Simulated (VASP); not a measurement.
Set up this calculation in VASP 6.6.1, as the native input.

* Task: relaxation of cell and atoms
* Functional: PBEsol
* Potentials or basis: VASP PAW PBE potentials, release 64 (W_sv, S)
* Cutoff: 600 eV
* k mesh: 12 × 12 × 2
* Occupations: gaussian, width 0.02 eV
* Spin: no spin polarisation
* Dipole correction: no
* Further INCAR settings: ALGO = Normal; EDIFF = 1e-06; IBRION = 2; EDIFFG = -0.005; NSW = 100; ISIF = 3

The structure of WS2 lies in POSCAR:

```
WS2
1.0
    3.1835163552      0.0000000000      0.0000000000
   -1.5917581776      2.7570060369      0.0000000000
    0.0000000000      0.0000000000     16.9505778900
W S
1 2
Direct
    0.3333333300      0.6666666700      0.0000000000
    0.6666666700      0.3333333300      0.9079994900
    0.6666666700      0.3333333300      0.0920005100
```

The input as run:

INCAR

```
SYSTEM = WS2
  PREC = Accurate
  ENCUT = 600
  EDIFF = 1E-6
  ISMEAR = 0
  SIGMA = 0.02
  LREAL = .False.
  LASPH = .True.
  NELM = 100
  ALGO = Normal
  ISIF = 3
  LWAVE = .False.
  LCHARG = .False.
  GGA = PS
  IBRION = 2
  NSW = 100
  EDIFFG = -0.005
```

KPOINTS

```
Automatic mesh
0
Gamma
  12 12 2
  0 0 0
```

Potentials or basis: VASP PAW PBE potentials, release 64 (W_sv, S).

Launch:

```sh
$ cat potpaw_PBE.64/W_sv/POTCAR potpaw_PBE.64/S/POTCAR > POTCAR
$ mpirun -np 1 vasp_std > vasp.out
```

It gave:

The relaxed cell is a = 3.147 Å, b = 3.147 Å, c = 17.003 Å, α = 90.00°, β = 90.00°, γ = 120.00°, the space group after relaxing (to 0.05 Å) is P-6m2 (No. 187) and the energy gained by relaxing is 4.6 meV/atom. The ionic steps are 5 and the band gap on the k mesh is 1.94 eV, direct.

Caveat: spin-orbit coupling is left out, which moves the levels of the heavy elements.

Wall time 10 min on 1 thread of Intel(R) Xeon(R) Platinum 8259CL CPU @ 2.50GHz (Skylake/Cascade Lake) (shared host), peak memory 0.41 GiB.
